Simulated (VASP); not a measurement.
Input of a VASP 6.6.1 run:

File POSCAR:

```
Co
1.0
    4.4384231525      0.0000000000      0.0000000000
    0.0000000000      4.4384231525      0.0000000000
    0.0000000000      0.0000000000      4.4384231525
Co
8
Direct
    0.0000000000      0.0000000000      0.0000000000
    0.5000000000      0.5000000000      0.5000000000
    0.2500000000      1.0000000000      0.5000000000
    0.7500000000      0.0000000000      0.5000000000
    0.5000000000      0.2500000000      0.0000000000
    0.5000000000      0.7500000000      1.0000000000
    1.0000000000      0.5000000000      0.2500000000
    1.0000000000      0.5000000000      0.7500000000
```

The input INCAR.step1:

```
SYSTEM = Co
PREC     = Accurate       ! precision mode
ENCUT    = 520            ! plane-wave cutoff, eV
ISMEAR   = -1             ! smearing method
SIGMA    = 0.05           ! smearing width, eV
LREAL    = .False.        ! projectors in reciprocal space
LASPH    = .True.         ! aspherical terms in the spheres
NELM     = 150            ! most SCF steps
ISPIN    = 2              ! spin polarisation
MAGMOM   = 1.7 1.7 1.7 1.7 1.7 1.7 1.7 1.7 ! initial moments
LMAXMIX  = 4              ! l up to which the mixer works
NBANDS   = 50             ! bands
GGA      = PE             ! functional
ALGO     = Normal         ! electronic algorithm
EDIFF    = 1E-4           ! SCF threshold, eV
LWAVE    = .True.         ! write WAVECAR
LCHARG   = .False.        ! write CHGCAR
```

Contents of INCAR.step2:

```
SYSTEM = Co
PREC     = Accurate       ! precision mode
ENCUT    = 520            ! plane-wave cutoff, eV
EDIFF    = 1E-6           ! SCF threshold, eV
ISMEAR   = -1             ! smearing method
SIGMA    = 0.05           ! smearing width, eV
LREAL    = .False.        ! projectors in reciprocal space
LASPH    = .True.         ! aspherical terms in the spheres
NELM     = 150            ! most SCF steps
ALGO     = Normal         ! electronic algorithm
ISIF     = 2              ! what is computed and relaxed
LWAVE    = .False.        ! write WAVECAR
LCHARG   = .False.        ! write CHGCAR
ISPIN    = 2              ! spin polarisation
MAGMOM   = 1.7 1.7 1.7 1.7 1.7 1.7 1.7 1.7 ! initial moments
LORBIT   = 11             ! projections on sites
LMAXMIX  = 4              ! l up to which the mixer works
METAGGA  = R2SCAN         ! meta-GGA
LMIXTAU  = .True.       
NBANDS   = 50             ! bands
ISTART   = 1
```

Contents of KPOINTS:

```
regular mesh
0
Gamma
  6 6 6
  0 0 0
```

Potentials or basis: VASP PAW PBE potentials, release 64 (Co).

Command:

```bash
$ cat potpaw_PBE.64/Co/POTCAR > POTCAR
$ cp INCAR.step1 INCAR
$ mpirun -np 1 vasp_std > vasp.out
$ cp INCAR.step2 INCAR
$ mpirun -np 1 vasp_std > vasp.out
```

Question: Estimate the pressure.

Answer: -0.1 GPa.

Question: Estimate the net moment.

Answer: 14.83 μB per cell.

Question: What does it give for the site moments?

Answer: Co +1.88, +1.92 (each value once) μB.

Caveat: the PAW data sets were made with another functional, which shifts forces and pressure a little.
